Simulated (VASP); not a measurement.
Wanted: the native input for a VASP 6.6.1 run.

```yaml
Task: single point
Functional: PBE
Potentials_or_basis: VASP PAW PBE potentials, release 64 (B, N)
Cutoff: 520 eV
k_mesh: 12 × 12 × 12
Occupations: fermi-dirac, width 0.02 eV
Spin: no spin polarisation
Dipole_correction: no
Further_INCAR_settings: ALGO = Normal; EDIFF = 1e-06; NBANDS = 11
```

The structure of BN lies in POSCAR:

```
BN
1.0
    0.0000000000      3.2928569245      2.1632761898
    1.2509583898      0.0000000000      2.1632761898
    1.2509583898      3.2928569245      0.0000000000
B N
1 1
Direct
    0.0001138439      0.0001138439      0.9998861561
    0.6665861461      0.6665861461      0.3334138539
```

These files were run (other wordings do the same):

INCAR

```
SYSTEM = BN
PREC     = Accurate       ! precision mode
ENCUT    = 520            ! plane-wave cutoff, eV
EDIFF    = 1E-6           ! SCF threshold, eV
ISMEAR   = -1             ! smearing method
SIGMA    = 0.02           ! smearing width, eV
LREAL    = .FALSE.        ! projectors in reciprocal space
LASPH    = .TRUE.         ! aspherical terms in the spheres
NELM     = 60             ! most SCF steps
ALGO     = Normal         ! electronic algorithm
ISIF     = 2              ! what is computed and relaxed
LWAVE    = .FALSE.        ! write WAVECAR
LCHARG   = .FALSE.        ! write CHGCAR
GGA      = PE             ! functional
NBANDS   = 11             ! bands
```

KPOINTS

```
Automatic mesh
0
G
  12 12 12
  0 0 0
```

Potentials or basis: VASP PAW PBE potentials, release 64 (B, N).

The run is started by

```bash
$ cat potpaw_PBE.64/B/POTCAR potpaw_PBE.64/N/POTCAR > POTCAR
$ mpirun -np 1 vasp_std > vasp.out
```

Results of the run:

```yaml
Pressure: 4.7 GPa
Largest_force: 0.003 eV/Å
Band_gap_on_the_k_mesh: 3.59 eV (least direct gap 4.54 eV)
```

Caveat: the cell stands under pressure.

Wall time 58 s on 1 thread of Intel Xeon 8259CL (shared host), peak memory 0.18 GiB.
